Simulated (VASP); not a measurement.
# CdRu2 (Fd-3m) in VASP: relaxation of cell and atoms with r2SCAN

Aim: the relaxation of cell and atoms of CdRu2 with r2SCAN.

Program: VASP 6.6.1. These are calculated values, not measurements. Logs are shortened: lines on timing, memory, paths and dates and some standing lists are left out, and cuts for length are marked.

## 1. The cell of the first run

The structure is cubic, space group Fd-3m (No. 227). Conventional cell: a = 7.379 Å, b = 7.379 Å, c = 7.379 Å, α = 90.00°, β = 90.00°, γ = 90.00°. Cd (site symmetry -43m) has 12 Ru at 3.06 Å and 4 Cd at 3.20 Å within 4.0 Å. Within 3.4 Å of Ru (site symmetry -3m) lie 6 Ru at 2.61 Å and 6 Cd at 3.06 Å.

## 2. Relaxation of cell and atoms, r2SCAN

Contents of POSCAR:

```
CdRu2
1.0
    0.0000000000      3.6896227797      3.6896227797
    3.6896227797      0.0000000000      3.6896227797
    3.6896227797      3.6896227797      0.0000000000
Cd Ru
2 4
Direct
    0.0000000000      0.0000000000      0.0000000000
    0.2500000000      0.2500000000      0.2500000000
    0.6250000000      0.6250000000      0.6250000000
    0.1250000000      0.6250000000      0.6250000000
    0.6250000000      0.6250000000      0.1250000000
    0.6250000000      0.1250000000      0.6250000000
```

Contents of INCAR.step1:

```
SYSTEM = CdRu2
PREC = Accurate
ENCUT = 660
ISMEAR = 0
SIGMA = 0.1
LREAL = .False.
LASPH = .True.
NELM = 120
GGA = PE
ALGO = Normal
EDIFF = 1E-5
LWAVE = .True.
LCHARG = .False.
GGA_COMPAT = .False.
IBRION = 2
ISIF = 3
EDIFFG = -0.005
NELMIN = 4
NSW = 100
```

Contents of INCAR.step2:

```
SYSTEM = CdRu2
PREC = Accurate
ENCUT = 660
EDIFF = 1E-7
ISMEAR = 0
SIGMA = 0.1
LREAL = .False.
LASPH = .True.
NELM = 120
ALGO = Normal
ISIF = 3
LWAVE = .False.
LCHARG = .False.
METAGGA = R2SCAN
LMIXTAU = .True.
IBRION = 2
NSW = 90
EDIFFG = -0.04
ISTART = 1
GGA_COMPAT = .False.
NELMIN = 4
```

Contents of KPOINTS:

```
regular mesh
0
Gamma
  4 4 4
  0 0 0
```

Potentials or basis: VASP PAW PBE potentials, release 64 (Cd_sv_GW, Ru_sv).

Launch:

```console
$ cat potpaw_PBE.64/Cd_sv_GW/POTCAR potpaw_PBE.64/Ru_sv/POTCAR > POTCAR
$ cp INCAR.step1 INCAR
$ mpirun -np 1 vasp_std > vasp.out
$ cp INCAR.step2 INCAR
$ mpirun -np 1 vasp_std > vasp.out
```

OUTCAR:

```text
SYSTEM = CdRu2
   PREC = Accurate
   ENCUT = 660
   EDIFF = 1E-7
   ISMEAR = 0
   LREAL = .False.
   LASPH = .True.
   NELM = 120
   ISIF = 3
   METAGGA = R2SCAN
   IBRION = 2
   NSW = 90
   EDIFFG = -0.04
   ISTART = 1
   NELMIN = 4

 ion  position               nearest neighbor table
   1  0.000  0.000  0.000-
   2  0.250  0.250  0.250-
   3  0.625  0.625  0.625-   4 2.61   5 2.61   6 2.61   5 2.61   6 2.61   4 2.61
   4  0.125  0.625  0.625-   3 2.61   5 2.61   6 2.61   3 2.61   5 2.61   6 2.61
   5  0.625  0.625  0.125-   3 2.61   3 2.61   4 2.61   6 2.61   6 2.61   4 2.61
   6  0.625  0.125  0.625-   3 2.61   5 2.61   3 2.61   4 2.61   5 2.61   4 2.61

  LATTYP: Found a face centered cubic cell.
 ALAT       =     7.3792455594

  Lattice vectors:

 A1 = (   0.0000000000,   3.6896227797,   3.6896227797)
 A2 = (   3.6896227797,   0.0000000000,   3.6896227797)
 A3 = (   3.6896227797,   3.6896227797,   0.0000000000)

Analysis of symmetry for initial positions (statically):
=====================================================================
 Subroutine PRICEL returns:
 Original cell was already a primitive cell.

 Routine SETGRP: Setting up the symmetry group for a
 face centered cubic supercell.

 Subroutine GETGRP returns: Found 48 space group operations
 (whereof 24 operations were pure point group operations)
 out of a pool of 48 trial point group operations.

The static configuration has the point symmetry T_d .
 The point group associated with its full space group is O_h .

Analysis of symmetry for dynamics (positions and initial velocities):
=====================================================================
 Subroutine PRICEL returns:
 Original cell was already a primitive cell.

 Routine SETGRP: Setting up the symmetry group for a
 face centered cubic supercell.

 Subroutine GETGRP returns: Found 48 space group operations
 (whereof 24 operations were pure point group operations)
 out of a pool of 48 trial point group operations.

The dynamic configuration has the point symmetry T_d .
 The point group associated with its full space group is O_h .

 Subroutine INISYM returns: Found 48 space group operations
 (whereof 24 operations are pure point group operations),
 and found     1 'primitive' translations

----------------------------------------------------------------------------------------

                                     Primitive cell

  volume of cell :     100.4560

  direct lattice vectors                    reciprocal lattice vectors
     0.000000000  3.689622780  3.689622780    -0.135515208  0.135515208  0.135515208
     3.689622780  0.000000000  3.689622780     0.135515208 -0.135515208  0.135515208
     3.689622780  3.689622780  0.000000000     0.135515208  0.135515208 -0.135515208

  length of vectors
     5.217914575  5.217914575  5.217914575     0.234719226  0.234719226  0.234719226

  position of ions in fractional coordinates (direct lattice)
     0.000000000  0.000000000  0.000000000
     0.250000000  0.250000000  0.250000000
     0.625000000  0.625000000  0.625000000
     0.125000000  0.625000000  0.625000000
     0.625000000  0.625000000  0.125000000
     0.625000000  0.125000000  0.625000000

  ion indices of the primitive-cell ions
   primitive index   ion index
                 1           1
                 2           2
                 3           3
                 4           4
                 5           5
                 6           6

----------------------------------------------------------------------------------------

 KPOINTS: regular mesh

Automatic generation of k-mesh.
 Grid dimensions read from file:
 generate k-points for:    4    4    4

 Generating k-lattice:

  Cartesian coordinates                     Fractional coordinates (reciprocal lattice)
    -0.033878802  0.033878802  0.033878802     0.250000000  0.000000000  0.000000000
     0.033878802 -0.033878802  0.033878802     0.000000000  0.250000000  0.000000000
     0.033878802  0.033878802 -0.033878802     0.000000000  0.000000000  0.250000000

  Length of vectors
     0.058679807  0.058679807  0.058679807

  Shift w.r.t. Gamma in fractional coordinates (k-lattice)
     0.000000000  0.000000000  0.000000000

 Subroutine IBZKPT returns following result:
 ===========================================

 Found      8 irreducible k-points:

 Following reciprocal coordinates:
            Coordinates               Weight
  0.000000  0.000000  0.000000      1.000000
  0.250000  0.000000  0.000000      8.000000
  0.500000  0.000000  0.000000      4.000000
  0.250000  0.250000  0.000000      6.000000
  0.500000  0.250000  0.000000     24.000000
 -0.250000  0.250000  0.000000     12.000000
  0.500000  0.500000  0.000000      3.000000
 -0.250000  0.500000  0.250000      6.000000
   k-points           NKPTS =      8   k-points in BZ     NKDIM =      8   number of bands    NBANDS=     62
   number of dos      NEDOS =    301   number of ions     NIONS =      6
   total plane-waves  NPLWV = 110592
   dimension x,y,z NGX =    48 NGY =   48 NGZ =   48
   dimension x,y,z NGXF=    96 NGYF=   96 NGZF=   96
   ions per type =               2   4
   NGX,Y,Z   is equivalent  to a cutoff of  15.29, 15.29, 15.29 a.u.
   NGXF,Y,Z  is equivalent  to a cutoff of  30.59, 30.59, 30.59 a.u.
 SYSTEM =  CdRu2
   PREC   = accura    normal or accurate (medium, high low for compatibility)
   ISTART =      1    job   : 0-new  1-cont  2-samecut
   ICHARG =      0    charge: 1-file 2-atom 10-const
   ISPIN  =      1    spin polarized calculation?
   LNONCOLLINEAR =      F non collinear calculations
   LSORBIT =      F    spin-orbit coupling
   LASPH  =      T    aspherical Exc in radial PAW
   ENCUT  =  660.0 eV  48.51 Ry    6.96 a.u.  10.93 10.93 10.93*2*pi/ulx,y,z
   NELM   =    120;   NELMIN=  4; NELMDL=  0     # of ELM steps
   EDIFF  = 0.1E-06   stopping-criterion for ELM
   LREAL  =      F    real-space projection
   EDIFFG = -.4E-01   stopping-criterion for IOM
   NSW    =     90    number of steps for IOM
   IBRION =      2    ionic relax: 0-MD 1-quasi-New 2-CG
   NFREE  =      1    steps in history (QN), initial steepest desc. (CG)
   ISIF   =      3    stress and relaxation
   ISYM   =      2    0-nonsym 1-usesym 2-fastsym
   POTIM  = 0.5000    time-step for ionic-motion
   TEBEG  =    0.0;   TEEND  =   0.0 temperature during run
   PSTRESS=    0.0 pullay stress
   NELECT =     104.0000    total number of electrons
   NUPDOWN=      -1.0000    fix difference up-down
   EMIN   =  10.00;   EMAX   =-10.00  energy-range for DOS
   EFERMI =   0.00;   METHOD = LEGACY
   ISMEAR =     0;   SIGMA  =   0.10  broadening in eV -4-tet -1-fermi 0-gaus
   EFERMI_NEDOS =   21; number of points for ismear=-14 and -15
   IALGO  =     38    algorithm
   IMIX   =      4    mixing-type and parameters
     AMIX     =   0.40;   BMIX     =  1.00
     AMIX_MAG =   1.60;   BMIX_MAG =  1.00
  volume/ion in A,a.u.               =      16.74       112.99
  Fermi-wavevector in a.u.,A,eV,Ry     =   1.656128  3.129629 37.317528  2.742761
  Thomas-Fermi vector in A             =   2.744106
   LORBIT       =      0    0 simple, 1 ext, 2 COOP (PROOUT), +10 PAW based schemes
   METAGGA = R2SCAN    functional components
   LHFCALC =     F    Hartree Fock is set to
   AEXX    =    0.0000 exact exchange contribution
   IVDW    =     0    specifies the selected vdW correction
   LEPSILON=     F    determine dielectric tensor
   LRPA    =     F    only Hartree local field effects (RPA)
 conjugate gradient relaxation of ions
 non-spin polarized calculation
 Gauss-broadening in eV      SIGMA  =   0.10
  energy-cutoff  :      660.00
  volume of cell :      100.46
 maximum number of plane-waves:      3895
 NGX is ok and might be reduce to    48
   NGX = 21   NGY = 21   NGZ = 21

--------------------------------------- Ionic step        1  -------------------------------------------

 number of electron     104.0000001 magnetization

 Free energy of the ion-electron system (eV)
  ---------------------------------------------------
  ext. energy  EPLUGINS =         0.00000000
  ---------------------------------------------------
  free energy    TOTEN  =      -139.22661977 eV

  energy without entropy =     -139.15882239  energy(sigma->0) =     -139.19272108

------------------------ aborting loop because EDIFF is reached ----------------------------------------

  FORCE on cell =-STRESS in cart. coord.  units (eV):
  Direction    XX          YY          ZZ          XY          YZ          ZX
  --------------------------------------------------------------------------------------
  -------------------------------------------------------------------------------------
  Total       -4.3664403     -4.3664403     -4.3664403     -0.0000000     -0.0000000     -0.0000000
  in kB      -69.6405531    -69.6405531    -69.6405531     -0.0000000     -0.0000000     -0.0000000
  external PRESSURE =     -69.6405531 kB  Pullay stress =       0.0000000 kB
[... 65 lines left out ...]
  energy  without entropy=     -138.9666396910  energy(sigma->0) =     -138.99597967

--------------------------------------- Ionic step        3  -------------------------------------------

 number of electron     104.0000008 magnetization

 Free energy of the ion-electron system (eV)
  ---------------------------------------------------
  ext. energy  EPLUGINS =         0.00000000
  ---------------------------------------------------
  free energy    TOTEN  =      -139.31378944 eV

  energy without entropy =     -139.24900282  energy(sigma->0) =     -139.28139613

 E-fermi :  11.0582     XC(G=0): -14.0816

 val. band max:       11.0494988856   @ k =   0.5000   0.2500   0.0000
 cond. band min:      11.0601926185   @ k =   0.0000   0.0000   0.0000
 fundamental gap:      0.0106937329
 Fermi energy:        11.0582186740

 k-point     1 :       0.0000    0.0000    0.0000
  band No.  band energies     occupation
      1     -94.2947      2.00000
      2     -94.2931      2.00000
      3     -63.8756      2.00000
      4     -63.6623      2.00000
      5     -63.6623      2.00000
      6     -63.6623      2.00000
[... 542 lines left out ...]
  FREE ENERGIE OF THE ION-ELECTRON SYSTEM (eV)
  ---------------------------------------------------
  free  energy   TOTEN  =      -139.3137894443 eV

  energy  without entropy=     -139.2490028246  energy(sigma->0) =     -139.28139613

 reached required accuracy - stopping structural energy minimisation
```

Run time: 17 min. Hardware: 1 thread of Intel Xeon Platinum 8488C (Sapphire Rapids), shared host; peak memory 0.39 GiB.

What came out:

- Free energy: -139.3138 eV
- Relaxed volume: 16.11 Å³/atom
- Relaxed cell: a = 5.151 Å, b = 5.151 Å, c = 5.151 Å, α = 60.00°, β = 60.00°, γ = 60.00°
- Space group after relaxing (to 0.1 Å): Fd-3m (No. 227)
- Energy gained by relaxing: 14.5 meV/atom
- Ionic steps: 3
- Pressure after relaxing: -0.2 GPa
- Band gap on the k mesh: zero (bands 52 and 53 overlap by 0.39 eV)

The path:
```tsv
step	energy change (eV)	largest force (eV/Å)	pressure (GPa)	volume (Å³)
1	0.0000	0.0000	-6.96	100.46
2	0.2013	0.0000	15.54	90.24
3	-0.0872	0.0000	-0.16	96.67
```

Final structure:
```yaml
crystal:
  lattice:
    - [0.00000, 3.64265, 3.64265]
    - [3.64265, 0.00000, 3.64265]
    - [3.64265, 3.64265, 0.00000]
  atoms:
    - { symbol: Cd, position: [0.00000, 0.00000, 0.00000] }
    - { symbol: Cd, position: [0.25000, 0.25000, 0.25000] }
    - { symbol: Ru, position: [0.62500, 0.62500, 0.62500] }
    - { symbol: Ru, position: [0.12500, 0.62500, 0.62500] }
    - { symbol: Ru, position: [0.62500, 0.62500, 0.12500] }
    - { symbol: Ru, position: [0.62500, 0.12500, 0.62500] }
```

Levels at points of the mesh, in eV from the Fermi level:
| k point | band 49 | band 50 | band 51 | band 52 | band 53 | band 54 |
| --- | --- | --- | --- | --- | --- | --- |
| (0.00, 0.00, 0.00) | 0.14 | 0.14 | 0.38 | 0.38 | 1.21 | 1.87 |
| (0.50, 0.00, 0.00) | -1.12 | -1.12 | -0.12 | 0.04 | 0.04 | 0.28 |
| (0.50, 0.50, 0.00) | -1.63 | -1.63 | -1.33 | -1.33 | 0.01 | 0.01 |

Caveat: the k points lie up to 0.37 Å⁻¹ apart in the final cell; the PAW data sets were made with another functional, which shifts forces and pressure a little.
